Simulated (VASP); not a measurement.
# AlNi (Pm) in VASP: further runs

Runs on AlNi. Level: PBEsol. Tasks: single point.

Everything below comes from runs of VASP 6.6.1. Logs are shortened: lines on timing, memory, paths and dates and some standing lists are left out, and cuts for length are marked.

## (1) The cell of the first run

It takes space group Pm (No. 6, monoclinic). The conventional cell has a = 2.752 Å, b = 3.099 Å, c = 2.752 Å, α = 90.00°, β = 90.43°, γ = 90.00°. Al (site symmetry m) has 8 Ni at 2.26 to 2.77 Å and 6 Al at 2.75 to 3.10 Å within 3.1 Å. Within 3.1 Å of Ni (site symmetry m) lie 8 Al at 2.26 to 2.77 Å and 6 Ni at 2.75 to 3.10 Å.

## (2) Single point, PBEsol (atom 2 (Ni) moved by (-0.450, +0.000) A along [1 1 0] and z)

Contents of INCAR:

```
SYSTEM = AlNi
PREC = Accurate
ENCUT = 520
EDIFF = 1E-6
ISMEAR = 0
SIGMA = 0.15
LREAL = .FALSE.
LASPH = .TRUE.
NELM = 100
ALGO = Fast
ISIF = 2
LWAVE = .FALSE.
LCHARG = .FALSE.
GGA = PS
NBANDS = 14
```

Contents of KPOINTS:

```
regular mesh
0
G
  18 18 16
  0 0 0
```

Contents of POSCAR:

```
AlNi
1.0
    1.9386940000     -1.9531901500      0.0000000000
    1.9386940000      1.9531901500      0.0000000000
    0.0000000000      0.0000000000      3.0994300413
Al Ni
1 1
Direct
    0.0000000000      0.0000000000      0.0000000000
    0.4993909311      0.3364789630      0.5000000000
```

Potentials or basis: VASP PAW PBE potentials, release 64 (Al, Ni).

Command:

```bash
> cat potpaw_PBE.64/Al/POTCAR potpaw_PBE.64/Ni/POTCAR > POTCAR
> mpirun -np 1 vasp_std > vasp.out
```

OUTCAR:

```text
SYSTEM = AlNi
   PREC = Accurate
   ENCUT = 520
   EDIFF = 1E-6
   ISMEAR = 0
   LREAL = .FALSE.
   LASPH = .TRUE.
   NELM = 100
   ISIF = 2
   GGA = PS

 ion  position               nearest neighbor table
   1  0.000  0.000  0.000-   2 2.26   2 2.26   2 2.28   2 2.28   2 2.76   2 2.76   2 2.77   2 2.77

   2  0.499  0.336  0.500-   1 2.26   1 2.26   1 2.28   1 2.28   1 2.76   1 2.76   1 2.77   1 2.77

  LATTYP: Found a base centered orthorhombic cell.
 ALAT       =     3.8773880000
 B/A-ratio  =     1.0074772759
 C/A-ratio  =     0.7993603017

  Lattice vectors:

 A1 = (   1.9386940000,  -1.9531901500,   0.0000000000)
 A2 = (   1.9386940000,   1.9531901500,   0.0000000000)
 A3 = (   0.0000000000,   0.0000000000,   3.0994300413)

Analysis of symmetry for initial positions (statically):
=====================================================================
 Subroutine PRICEL returns:
 Original cell was already a primitive cell.

 Routine SETGRP: Setting up the symmetry group for a
 base centered orthorhombic supercell.

 Subroutine GETGRP returns: Found  2 space group operations
 (whereof  2 operations were pure point group operations)
 out of a pool of  8 trial point group operations.

The static configuration has the point symmetry C_1h.

Analysis of symmetry for dynamics (positions and initial velocities):
=====================================================================
 Subroutine PRICEL returns:
 Original cell was already a primitive cell.

 Routine SETGRP: Setting up the symmetry group for a
 base centered orthorhombic supercell.

 Subroutine GETGRP returns: Found  2 space group operations
 (whereof  2 operations were pure point group operations)
 out of a pool of  8 trial point group operations.

The dynamic configuration has the point symmetry C_1h.

 Subroutine INISYM returns: Found  2 space group operations
 (whereof  2 operations are pure point group operations),
 and found     1 'primitive' translations

----------------------------------------------------------------------------------------

                                     Primitive cell

  volume of cell :      23.4728

  direct lattice vectors                    reciprocal lattice vectors
     1.938694000 -1.953190150  0.000000000     0.257905580 -0.255991461  0.000000000
     1.938694000  1.953190150  0.000000000     0.257905580  0.255991461  0.000000000
     0.000000000  0.000000000  3.099430041     0.000000000  0.000000000  0.322639965

  length of vectors
     2.751996764  2.751996764  3.099430041     0.363382603  0.363382603  0.322639965

  position of ions in fractional coordinates (direct lattice)
     0.000000000  0.000000000  0.000000000
     0.499390931  0.336478963  0.500000000

  ion indices of the primitive-cell ions
   primitive index   ion index
                 1           1
                 2           2

----------------------------------------------------------------------------------------

 KPOINTS: regular mesh

Automatic generation of k-mesh.
 Grid dimensions read from file:
 generate k-points for:   18   18   16

 Generating k-lattice:

  Cartesian coordinates                     Fractional coordinates (reciprocal lattice)
     0.014328088 -0.014221748  0.000000000     0.055555556  0.000000000  0.000000000
     0.014328088  0.014221748  0.000000000     0.000000000  0.055555556  0.000000000
     0.000000000  0.000000000  0.020164998     0.000000000  0.000000000  0.062500000

  Length of vectors
     0.020187922  0.020187922  0.020164998

  Shift w.r.t. Gamma in fractional coordinates (k-lattice)
     0.000000000  0.000000000  0.000000000

 Subroutine IBZKPT returns following result:
 ===========================================

 Found   1476 irreducible k-points:

 Following reciprocal coordinates:
            Coordinates               Weight
  0.000000  0.000000  0.000000      1.000000
  0.055556  0.000000  0.000000      2.000000
  0.000000  0.055556  0.000000      2.000000
  0.111111  0.000000  0.000000      2.000000
  0.000000  0.111111  0.000000      2.000000
  0.166667  0.000000  0.000000      2.000000
[... 16 lines left out ...]
  0.166667  0.055556  0.000000      2.000000
  0.055556  0.166667  0.000000      2.000000
 [... further k-points ...]
   k-points           NKPTS =   1476   k-points in BZ     NKDIM =   1476   number of bands    NBANDS=     14
   number of dos      NEDOS =    301   number of ions     NIONS =      2
   total plane-waves  NPLWV =   9600
   dimension x,y,z NGX =    20 NGY =   20 NGZ =   24
   dimension x,y,z NGXF=    40 NGYF=   40 NGZF=   48
   ions per type =               1   1
   NGX,Y,Z   is equivalent  to a cutoff of  12.08, 12.08, 12.87 a.u.
   NGXF,Y,Z  is equivalent  to a cutoff of  24.16, 24.16, 25.75 a.u.
 SYSTEM =  AlNi
   PREC   = accura    normal or accurate (medium, high low for compatibility)
   ISTART =      0    job   : 0-new  1-cont  2-samecut
   ICHARG =      2    charge: 1-file 2-atom 10-const
   ISPIN  =      1    spin polarized calculation?
   LNONCOLLINEAR =      F non collinear calculations
   LSORBIT =      F    spin-orbit coupling
   LASPH  =      T    aspherical Exc in radial PAW
   ENCUT  =  520.0 eV  38.22 Ry    6.18 a.u.   5.12  5.12  5.76*2*pi/ulx,y,z
   NELM   =    100;   NELMIN=  2; NELMDL= -5     # of ELM steps
   EDIFF  = 0.1E-05   stopping-criterion for ELM
   LREAL  =      F    real-space projection
   EDIFFG = 0.1E-04   stopping-criterion for IOM
   NSW    =      0    number of steps for IOM
   IBRION =     -1    ionic relax: 0-MD 1-quasi-New 2-CG
   NFREE  =      0    steps in history (QN), initial steepest desc. (CG)
   ISIF   =      2    stress and relaxation
   ISYM   =      2    0-nonsym 1-usesym 2-fastsym
   POTIM  = 0.5000    time-step for ionic-motion
   TEBEG  =    0.0;   TEEND  =   0.0 temperature during run
   PSTRESS=    0.0 pullay stress
   NELECT =      13.0000    total number of electrons
   NUPDOWN=      -1.0000    fix difference up-down
   EMIN   =  10.00;   EMAX   =-10.00  energy-range for DOS
   EFERMI =   0.00;   METHOD = LEGACY
   ISMEAR =     0;   SIGMA  =   0.15  broadening in eV -4-tet -1-fermi 0-gaus
   EFERMI_NEDOS =   21; number of points for ismear=-14 and -15
   IALGO  =     68    algorithm
   IMIX   =      4    mixing-type and parameters
     AMIX     =   0.40;   BMIX     =  1.00
     AMIX_MAG =   1.60;   BMIX_MAG =  1.00
  volume/ion in A,a.u.               =      11.74        79.20
  Fermi-wavevector in a.u.,A,eV,Ry     =   1.344417  2.540580 24.591955  1.807458
  Thomas-Fermi vector in A             =   2.472413
   LORBIT       =      0    0 simple, 1 ext, 2 COOP (PROOUT), +10 PAW based schemes
   GGA     = PS    functional components
   LHFCALC =     F    Hartree Fock is set to
   AEXX    =    0.0000 exact exchange contribution
   IVDW    =     0    specifies the selected vdW correction
   LEPSILON=     F    determine dielectric tensor
   LRPA    =     F    only Hartree local field effects (RPA)
 non-spin polarized calculation
 RMM-DIIS sequential band-by-band and
 Gauss-broadening in eV      SIGMA  =   0.15
  energy-cutoff  :      520.00
  volume of cell :       23.47
 maximum number of plane-waves:       646
   NGX = 11   NGY = 11   NGZ = 11

 number of electron      13.0000003 magnetization

 Free energy of the ion-electron system (eV)
  ---------------------------------------------------
  ext. energy  EPLUGINS =         0.00000000
  ---------------------------------------------------
  free energy    TOTEN  =       -10.97256156 eV

  energy without entropy =      -10.96244418  energy(sigma->0) =      -10.96750287

 E-fermi :  10.0898     XC(G=0): -12.2168

 val. band max:       10.0895297881   @ k =  -0.3889   0.1667   0.1250
 cond. band min:      10.0909392389   @ k =  -0.3889   0.3333   0.0000
 fundamental gap:      0.0014094509
 Fermi energy:        10.0897712076

 k-point     1 :       0.0000    0.0000    0.0000
  band No.  band energies     occupation
      1      -1.1251      2.00000
      2       6.4512      2.00000
      3       6.7703      2.00000
      4       8.1898      2.00000
      5       8.3761      2.00000
      6       8.7091      2.00000
      7      13.1233      0.00000
      8      16.5199      0.00000
      9      17.2158      0.00000
     10      17.9600      0.00000
     11      19.5599      0.00000
     12      23.4942      0.00000
     13      29.2393      0.00000
     14      30.6665      0.00000

 k-point     2 :       0.0556    0.0000    0.0000
  band No.  band energies     occupation
      1      -1.0626      2.00000
      2       6.4645      2.00000
      3       6.7810      2.00000
      4       8.1398      2.00000
      5       8.3821      2.00000
      6       8.6849      2.00000
      7      13.2212      0.00000
      8      16.1279      0.00000
      9      16.7132      0.00000
     10      18.5097      0.00000
     11      19.7512      0.00000
     12      23.8631      0.00000
     13      29.1919      0.00000
     14      29.8760      0.00000

 k-point     3 :       0.0000    0.0556    0.0000
  band No.  band energies     occupation
      1      -1.0637      2.00000
      2       6.4673      2.00000
      3       6.7757      2.00000
      4       8.1930      2.00000
      5       8.3345      2.00000
      6       8.6856      2.00000
      7      13.2141      0.00000
      8      15.9795      0.00000
      9      17.2884      0.00000
     10      17.7762      0.00000
     11      20.1368      0.00000
     12      23.7676      0.00000
     13      28.7333      0.00000
     14      30.6818      0.00000
[... 324 lines left out ...]
 k-point    23 :       0.1667    0.0556    0.0000
  band No.  band energies     occupation
      1      -0.5034      2.00000
      2       6.5424      2.00000
      3       6.8617      2.00000
      4       7.8296      2.00000
      5       8.3729      2.00000
      6       8.4886      2.00000
      7      13.4397      0.00000
      8      14.0288      0.00000
      9      16.5993      0.00000
     10      18.7105      0.00000
     11      21.6349      0.00000
     12      26.3915      0.00000
     13      26.6604      0.00000
     14      28.8656      0.00000

 k-point    24 :       0.0556    0.1667    0.0000
  band No.  band energies     occupation
      1      -0.5122      2.00000
      2       6.5955      2.00000
      3       6.7872      2.00000
      4       8.0433      2.00000
      5       8.1954      2.00000
      6       8.4929      2.00000
      7      13.4571      0.00000
      8      13.9781      0.00000
      9      16.8681      0.00000
     10      18.1653      0.00000
     11      22.1414      0.00000
     12      25.9518      0.00000
     13      26.2895      0.00000
     14      28.7498      0.00000

 [... further k-points ...]

------------------------ aborting loop because EDIFF is reached ----------------------------------------

  FORCE on cell =-STRESS in cart. coord.  units (eV):
  Direction    XX          YY          ZZ          XY          YZ          ZX
  --------------------------------------------------------------------------------------
  -------------------------------------------------------------------------------------
  Total        1.7422025      1.5488289      2.2261028     -0.6380929      0.0000000      0.0000000
  in kB      118.9169055    105.7178666    151.9463131    -43.5540798      0.0000000      0.0000000
  external PRESSURE =     125.5270284 kB  Pullay stress =       0.0000000 kB

 VOLUME and BASIS-vectors are now :
 -----------------------------------------------------------------------------
  energy-cutoff  :      520.00
  volume of cell :       23.47
      direct lattice vectors                 reciprocal lattice vectors
     1.938694000 -1.953190150  0.000000000     0.257905580 -0.255991461  0.000000000
     1.938694000  1.953190150  0.000000000     0.257905580  0.255991461  0.000000000
     0.000000000  0.000000000  3.099430041     0.000000000  0.000000000  0.322639965

 POSITION                                       TOTAL-FORCE (eV/Angst)
 -----------------------------------------------------------------------------------
      0.00000      0.00000      0.00000        -1.810349     -1.702893      0.000000
      1.62050     -0.31820      1.54972         1.810349      1.702893      0.000000
 -----------------------------------------------------------------------------------
    total drift:                               -0.000073     -0.000123      0.000002

  FREE ENERGIE OF THE ION-ELECTRON SYSTEM (eV)
  ---------------------------------------------------
  free  energy   TOTEN  =       -10.9725615606 eV

  energy  without entropy=      -10.9624441766  energy(sigma->0) =      -10.96750287
```

Run time: 2.7 min. Hardware: 1 thread of Intel Xeon 6975P-C (Granite Rapids), shared host; peak memory 0.56 GiB.

What came out:

```yaml
Free_energy: -10.9726 eV
Pressure: 12.6 GPa
Largest_force: 2.485 eV/Å
Band_gap_on_the_k_mesh: zero (an odd number of electrons rules out a gap without spin polarisation)
```

Forces on the atoms (eV/Å):
```
Al  -1.810 -1.703  0.000
Ni   1.810  1.703  0.000
```

Stress tensor (GPa, compression positive):
```
11.89 -4.36  0.00
-4.36 10.57  0.00
 0.00  0.00 15.19
```

Caveat: the cell differs from its parent crystal (atom 2 (Ni) moved by (-0.450, +0.000) A along [1 1 0] and z); the cell stands under pressure; the PAW data sets were made with another functional, which shifts forces and pressure a little.

(Part 1 of 2 ends here.)
